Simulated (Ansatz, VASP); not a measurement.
## One calculation of CuI, two programs

```
Cu I
1.0
     0.00000    2.85611    2.85611
     2.85611    0.00000    2.85611
     2.85611    2.85611    0.00000
Cu I
1 1
Direct
  0.00000 0.00000 0.00000
  0.50000 0.50000 0.50000
```

Alike in both runs: task single point; functional HSE06; k mesh 4 × 4 × 4; occupations fermi-dirac, width 0.02 eV; no spin polarisation.

|  | VASP | Ansatz |
| --- | --- | --- |
| version | VASP 6.6.1 | Ansatz 0.2.0 |
| potentials or method | VASP PAW PBE potentials, release 64 (Cu, I) | plane waves, PAW |
| plane-wave cutoff (eV) | 520 | 420 |
| valence electrons in the cell | 18 | 36 |

|  | VASP | Ansatz | Ansatz less VASP |
| --- | --- | --- | --- |
| gap on the k mesh at the Fermi level (eV) | 0.91 | 0.94 | +0.036 |
| pressure (GPa) | 1.6 | 1.9 | +0.23 |

VASP's potentials hold 18 valence electrons a cell and Ansatz's 36, so a difference there can come from the potentials and not from the codes. Ansatz's warnings: stress exchange threshold loose, stress scf threshold loose.

The k mesh is coarse, so the values compare programs but aren't converged. Neither program's run includes spin-orbit coupling.
